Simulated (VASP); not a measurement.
Runs of VASP 6.6.1 on B. The structure is that of space group R32 (No. 155), or close to it. The cells are those of the table. 

```tsv
task	cell	k mesh	cutoff (eV)	gap on the mesh (eV)	pressure (GPa)	largest force (eV/Å)
single point	a = 4.467 Å, angles 68.3°, 11 atoms	6 × 6 × 6	520	none	36.9	1.25
relaxation of cell and atoms	relaxed from a = 4.467 Å, angles 68.3°, 11 atoms	6 × 6 × 6	600	none	0.3	0.01
single point	a = 4.514 Å, angles 67.9°, 11 atoms	12 × 12 × 12	520	none	0.0	0.01
single point	a = 4.504 Å, angles 68.2°, 11 atoms	6 × 6 × 6	520	none	(a)	(b)
```

Alike in all rows: level PBE; potentials or basis VASP PAW PBE potentials, release 64 (B); no spin polarisation; smearing gaussian 0.1 eV.

Task: Fill in the values left out.

Result: (a) -0.1; (b) 0.03.

Caveats: forces of over 1 eV/Å act on the atoms, so gaps and moduli don't describe the material at rest (some runs).

A gap of «none» marks levels without a gap at the run's occupations.
